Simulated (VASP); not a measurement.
# GaN (P6_3/mmc) in VASP: notebook

Runs on GaN. Level: PBEsol. Tasks: single point.

All numbers are computed with VASP 6.6.1; they aren't measurements. Logs are shortened: lines on timing, memory, paths and dates and some standing lists are left out, and cuts for length are marked.

## (1) The cell of the first run

The structure is hexagonal, space group P6_3/mmc (No. 194). The conventional cell has a = 3.300 Å, b = 3.300 Å, c = 4.756 Å, α = 90.00°, β = 90.00°, γ = 120.00°. Ga (site symmetry -6m2) has 5 N at 1.91 to 2.38 Å within 2.5 Å. Within 2.5 Å of N (site symmetry -6m2) lie 5 Ga at 1.91 to 2.38 Å.

## (2) Single point, PBEsol

INCAR

```
ALGO = Normal ; EDIFF = 1E-6
ENCUT = 600 ; GGA = PS
GGA_COMPAT = F ; ISIF = 2
ISMEAR = 0 ; LASPH = T
LCHARG = F ; LREAL = F
LWAVE = F ; NBANDS = 26
NELM = 120 ; PREC = Accurate
SIGMA = 0.01
```

KPOINTS

```
k-points
0
Gamma
  3 3 3
```

POSCAR

```
GaN
1.0
    3.3000346668      0.0000000000      0.0000000000
   -1.6500173334      2.8579138548      0.0000000000
    0.0000000000      0.0000000000      4.7558752377
Ga N
2 2
Direct
    0.3333333333      0.6666666667      0.2500000000
    0.6666666667      0.3333333333      0.7500000000
    0.6666666667      0.3333333333      0.2500000000
    0.3333333333      0.6666666667      0.7500000000
```

Potentials or basis: VASP PAW PBE potentials, release 64 (Ga_d, N).

Run with:

```console
$ cat potpaw_PBE.64/Ga_d/POTCAR potpaw_PBE.64/N/POTCAR > POTCAR
$ mpirun -np 1 vasp_std > vasp.out
```

OUTCAR:

```text
EDIFF = 1E-6
   ENCUT = 600
   GGA = PS
   ISIF = 2
   ISMEAR = 0
   LASPH = T
   LREAL = F
   NELM = 120
   PREC = Accurate

 ion  position               nearest neighbor table
   1  0.333  0.667  0.250-   3 1.91   3 1.91   3 1.91
   2  0.667  0.333  0.750-   4 1.91   4 1.91   4 1.91
   3  0.667  0.333  0.250-   1 1.91   1 1.91   1 1.91
   4  0.333  0.667  0.750-   2 1.91   2 1.91   2 1.91

  LATTYP: Found a hexagonal cell.
 ALAT       =     3.3000346668
 C/A-ratio  =     1.4411591749

  Lattice vectors:

 A1 = (   3.3000346668,   0.0000000000,   0.0000000000)
 A2 = (  -1.6500173334,   2.8579138548,   0.0000000000)
 A3 = (   0.0000000000,   0.0000000000,   4.7558752377)

Analysis of symmetry for initial positions (statically):
=====================================================================
 Subroutine PRICEL returns:
 Original cell was already a primitive cell.

 Routine SETGRP: Setting up the symmetry group for a
 hexagonal supercell.

 Subroutine GETGRP returns: Found 24 space group operations
 (whereof 12 operations were pure point group operations)
 out of a pool of 24 trial point group operations.

The static configuration has the point symmetry D_3d.
 The point group associated with its full space group is D_6h.

Analysis of symmetry for dynamics (positions and initial velocities):
=====================================================================
 Subroutine PRICEL returns:
 Original cell was already a primitive cell.

 Routine SETGRP: Setting up the symmetry group for a
 hexagonal supercell.

 Subroutine GETGRP returns: Found 24 space group operations
 (whereof 12 operations were pure point group operations)
 out of a pool of 24 trial point group operations.

The dynamic configuration has the point symmetry D_3d.
 The point group associated with its full space group is D_6h.

 Subroutine INISYM returns: Found 24 space group operations
 (whereof 12 operations are pure point group operations),
 and found     1 'primitive' translations

----------------------------------------------------------------------------------------

                                     Primitive cell

  volume of cell :      44.8537

  direct lattice vectors                    reciprocal lattice vectors
     3.300034667  0.000000000  0.000000000     0.303027120  0.174952789  0.000000000
    -1.650017333  2.857913855  0.000000000     0.000000000  0.349905578  0.000000000
     0.000000000  0.000000000  4.755875238     0.000000000  0.000000000  0.210266239

  length of vectors
     3.300034667  3.300034667  4.755875238     0.349905578  0.349905578  0.210266239

  position of ions in fractional coordinates (direct lattice)
     0.333333333  0.666666667  0.250000000
     0.666666667  0.333333333  0.750000000
     0.666666667  0.333333333  0.250000000
     0.333333333  0.666666667  0.750000000

  ion indices of the primitive-cell ions
   primitive index   ion index
                 1           1
                 2           2
                 3           3
                 4           4

----------------------------------------------------------------------------------------

 KPOINTS: k-points

Automatic generation of k-mesh.
 Grid dimensions read from file:
 generate k-points for:    3    3    3

 Generating k-lattice:

  Cartesian coordinates                     Fractional coordinates (reciprocal lattice)
     0.101009040  0.058317596  0.000000000     0.333333333  0.000000000  0.000000000
     0.000000000  0.116635193  0.000000000     0.000000000  0.333333333  0.000000000
     0.000000000  0.000000000  0.070088746     0.000000000  0.000000000  0.333333333

  Length of vectors
     0.116635193  0.116635193  0.070088746

  Shift w.r.t. Gamma in fractional coordinates (k-lattice)
     0.000000000  0.000000000  0.000000000

 Subroutine IBZKPT returns following result:
 ===========================================

 Found      6 irreducible k-points:

 Following reciprocal coordinates:
            Coordinates               Weight
  0.000000  0.000000  0.000000      1.000000
  0.333333  0.000000  0.000000      6.000000
  0.333333  0.333333  0.000000      2.000000
  0.000000  0.000000  0.333333      2.000000
  0.333333  0.000000  0.333333     12.000000
  0.333333  0.333333  0.333333      4.000000
   k-points           NKPTS =      6   k-points in BZ     NKDIM =      6   number of bands    NBANDS=     26
   number of dos      NEDOS =    301   number of ions     NIONS =      4
   total plane-waves  NPLWV =  31360
   dimension x,y,z NGX =    28 NGY =   28 NGZ =   40
   dimension x,y,z NGXF=    56 NGYF=   56 NGZF=   80
   ions per type =               2   2
   NGX,Y,Z   is equivalent  to a cutoff of  14.11, 14.11, 13.98 a.u.
   NGXF,Y,Z  is equivalent  to a cutoff of  28.21, 28.21, 27.96 a.u.
 SYSTEM =  unknown system
   PREC   = accura    normal or accurate (medium, high low for compatibility)
   ISTART =      0    job   : 0-new  1-cont  2-samecut
   ICHARG =      2    charge: 1-file 2-atom 10-const
   ISPIN  =      1    spin polarized calculation?
   LNONCOLLINEAR =      F non collinear calculations
   LSORBIT =      F    spin-orbit coupling
   LASPH  =      T    aspherical Exc in radial PAW
   ENCUT  =  600.0 eV  44.10 Ry    6.64 a.u.   6.59  6.59  9.50*2*pi/ulx,y,z
   NELM   =    120;   NELMIN=  2; NELMDL= -5     # of ELM steps
   EDIFF  = 0.1E-05   stopping-criterion for ELM
   LREAL  =      F    real-space projection
   EDIFFG = 0.1E-04   stopping-criterion for IOM
   NSW    =      0    number of steps for IOM
   IBRION =     -1    ionic relax: 0-MD 1-quasi-New 2-CG
   NFREE  =      0    steps in history (QN), initial steepest desc. (CG)
   ISIF   =      2    stress and relaxation
   ISYM   =      2    0-nonsym 1-usesym 2-fastsym
   POTIM  = 0.5000    time-step for ionic-motion
   TEBEG  =    0.0;   TEEND  =   0.0 temperature during run
   PSTRESS=    0.0 pullay stress
   NELECT =      36.0000    total number of electrons
   NUPDOWN=      -1.0000    fix difference up-down
   EMIN   =  10.00;   EMAX   =-10.00  energy-range for DOS
   EFERMI =   0.00;   METHOD = LEGACY
   ISMEAR =     0;   SIGMA  =   0.01  broadening in eV -4-tet -1-fermi 0-gaus
   EFERMI_NEDOS =   21; number of points for ismear=-14 and -15
   IALGO  =     38    algorithm
   IMIX   =      4    mixing-type and parameters
     AMIX     =   0.40;   BMIX     =  1.00
     AMIX_MAG =   1.60;   BMIX_MAG =  1.00
  volume/ion in A,a.u.               =      11.21        75.67
  Fermi-wavevector in a.u.,A,eV,Ry     =   1.521398  2.875026 31.492769  2.314653
  Thomas-Fermi vector in A             =   2.630119
   LORBIT       =      0    0 simple, 1 ext, 2 COOP (PROOUT), +10 PAW based schemes
   GGA     = PS    functional components
   LHFCALC =     F    Hartree Fock is set to
   AEXX    =    0.0000 exact exchange contribution
   IVDW    =     0    specifies the selected vdW correction
   LEPSILON=     F    determine dielectric tensor
   LRPA    =     F    only Hartree local field effects (RPA)
 non-spin polarized calculation
 Gauss-broadening in eV      SIGMA  =   0.01
  energy-cutoff  :      600.00
  volume of cell :       44.85
 maximum number of plane-waves:      1531
 NGX is ok and might be reduce to    28
   NGX = 13   NGY = 13   NGZ = 19

 number of electron      36.0000004 magnetization

 Free energy of the ion-electron system (eV)
  ---------------------------------------------------
  ext. energy  EPLUGINS =         0.00000000
  ---------------------------------------------------
  free energy    TOTEN  =       -25.07913632 eV

  energy without entropy =      -25.07913632  energy(sigma->0) =      -25.07913632

 E-fermi :   6.1268     XC(G=0): -12.0168

 val. band max:        6.0708549943   @ k =   0.0000   0.0000   0.0000
 cond. band min:       7.4593038540   @ k =   0.0000   0.0000   0.0000
 fundamental gap:      1.3884488598
 Fermi energy:         6.1267877473

 k-point     1 :       0.0000    0.0000    0.0000
  band No.  band energies     occupation
      1     -10.6816      2.00000
      2      -9.7324      2.00000
      3      -8.1532      2.00000
      4      -8.1532      2.00000
      5      -8.1443      2.00000
      6      -8.1443      2.00000
[... 18 lines left out ...]
     25      16.2886      0.00000
     26      18.4029      0.00000

 k-point     2 :       0.3333    0.0000    0.0000
  band No.  band energies     occupation
      1      -9.8783      2.00000
      2      -9.5077      2.00000
      3      -8.0750      2.00000
      4      -8.0503      2.00000
      5      -8.0137      2.00000
      6      -7.9778      2.00000
[... 18 lines left out ...]
     25      17.8954      0.00000
     26      18.2867      0.00000

 k-point     3 :       0.3333    0.3333    0.0000
  band No.  band energies     occupation
      1      -9.4827      2.00000
      2      -9.4827      2.00000
      3      -8.0882      2.00000
      4      -7.9948      2.00000
      5      -7.9948      2.00000
      6      -7.9745      2.00000
[... 18 lines left out ...]
     25      17.5191      0.00000
     26      17.5454      0.00000

 k-point     4 :       0.0000    0.0000    0.3333
  band No.  band energies     occupation
      1     -10.3194      2.00000
      2      -9.8229      2.00000
      3      -8.1758      2.00000
      4      -8.1758      2.00000
      5      -8.1662      2.00000
      6      -8.1662      2.00000
[... 18 lines left out ...]
     25      15.2393      0.00000
     26      15.2393      0.00000

 k-point     5 :       0.3333    0.0000    0.3333
  band No.  band energies     occupation
      1      -9.6558      2.00000
      2      -9.4761      2.00000
      3      -8.1168      2.00000
      4      -8.0697      2.00000
      5      -8.0153      2.00000
      6      -7.9994      2.00000
[... 18 lines left out ...]
     25      17.3984      0.00000
     26      17.8789      0.00000

 k-point     6 :       0.3333    0.3333    0.3333
  band No.  band energies     occupation
      1      -9.3731      2.00000
      2      -9.3731      2.00000
      3      -8.1100      2.00000
      4      -8.1100      2.00000
      5      -8.0224      2.00000
      6      -7.9329      2.00000
[... 18 lines left out ...]
     25      18.0176      0.00000
     26      18.0177      0.00000

------------------------ aborting loop because EDIFF is reached ----------------------------------------

  FORCE on cell =-STRESS in cart. coord.  units (eV):
  Direction    XX          YY          ZZ          XY          YZ          ZX
  --------------------------------------------------------------------------------------
  -------------------------------------------------------------------------------------
  Total        0.2057587      0.2057587     -0.7039803      0.0000000      0.0000000      0.0000000
  in kB        7.3497167      7.3497167    -25.1462367      0.0000000      0.0000000      0.0000000
  external PRESSURE =      -3.4822677 kB  Pullay stress =       0.0000000 kB

 VOLUME and BASIS-vectors are now :
 -----------------------------------------------------------------------------
  energy-cutoff  :      600.00
  volume of cell :       44.85
      direct lattice vectors                 reciprocal lattice vectors
     3.300034667  0.000000000  0.000000000     0.303027120  0.174952789  0.000000000
    -1.650017333  2.857913855  0.000000000     0.000000000  0.349905578  0.000000000
     0.000000000  0.000000000  4.755875238     0.000000000  0.000000000  0.210266239

 POSITION                                       TOTAL-FORCE (eV/Angst)
 -----------------------------------------------------------------------------------
     -0.00000      1.90528      1.18897        -0.000000      0.000000      0.000000
      1.65002      0.95264      3.56691         0.000000     -0.000000     -0.000000
      1.65002      0.95264      1.18897         0.000000      0.000000      0.000000
     -0.00000      1.90528      3.56691        -0.000000     -0.000000      0.000000
 -----------------------------------------------------------------------------------
    total drift:                                0.000000     -0.000000      0.000000

  FREE ENERGIE OF THE ION-ELECTRON SYSTEM (eV)
  ---------------------------------------------------
  free  energy   TOTEN  =       -25.0791363170 eV

  energy  without entropy=      -25.0791363170  energy(sigma->0) =      -25.07913632
```

Wall time 25 s (1 thread of AMD EPYC 7R13, shared host); peak memory 0.14 GiB.

Results:

| Property | Result |
| --- | --- |
| Free energy | -25.0791 eV |
| Pressure | -0.3 GPa |
| Band gap on the k mesh | 1.39 eV |

Levels at points of the mesh, in eV from the valence-band top:
```csv
k point,band 16,band 17,band 18,band 19,band 20,band 21
"(0.00, 0.00, 0.00)",-0.93,-0.93,0.00,1.39,1.94,8.13
```

Caveat: the k points lie up to 0.73 Å⁻¹ apart; the PAW data sets were made with another functional, which shifts forces and pressure a little.

## (3) Single point, PBEsol

INCAR

```
SYSTEM = GaN
PREC     = Accurate       ! precision mode
ENCUT    = 600            ! plane-wave cutoff, eV
EDIFF    = 1E-6           ! SCF threshold, eV
ISMEAR   = 0              ! smearing method
SIGMA    = 0.01           ! smearing width, eV
LREAL    = .False.        ! projectors in reciprocal space
LASPH    = .True.         ! aspherical terms in the spheres
NELM     = 120            ! most SCF steps
ALGO     = Normal         ! electronic algorithm
ISIF     = 2              ! what is computed and relaxed
LWAVE    = .False.        ! write WAVECAR
LCHARG   = .False.        ! write CHGCAR
GGA      = PS             ! functional
NBANDS   = 26             ! bands
GGA_COMPAT= .False.
```

KPOINTS

```
regular mesh
0
Gamma
  6 6 4
  0 0 0
```

POSCAR is that of step 2.

Potentials or basis: VASP PAW PBE potentials, release 64 (Ga_d, N).

Run with:

```console
$ cat potpaw_PBE.64/Ga_d/POTCAR potpaw_PBE.64/N/POTCAR > POTCAR
$ mpirun -np 1 vasp_std > vasp.out
```

It took 96 s on 1 thread of AMD EPYC 7R13, shared host; peak memory 0.16 GiB.

Results (log left out):

| Quantity | Value |
| --- | --- |
| Free energy | -25.3331 eV |
| Pressure | -0.3 GPa |
| Band gap on the k mesh | 1.41 eV |

Stress tensor (GPa, compression positive):
```
-0.20  0.00  0.00
 0.00 -0.20  0.00
 0.00  0.00 -0.40
```

Levels at points of the mesh, in eV from the valence-band top:
```
           k point  band 15  band 16  band 17  band 18  band 19  band 20  band 21  band 22
(0.00, 0.00, 0.00)    -2.13    -0.94    -0.94     0.00     1.41     1.99     8.19     8.19
(0.50, 0.00, 0.00)    -4.06    -4.04    -2.19    -1.98     3.18     4.97     6.49     8.01
(0.00, 0.00, 0.50)    -1.53    -1.53    -1.53    -1.53     3.51     3.51     7.77     7.77
(0.50, 0.00, 0.50)    -3.19    -3.19    -1.20    -1.20     4.21     4.21     6.18     6.18
```

Caveat: the PAW data sets were made with another functional, which shifts forces and pressure a little.
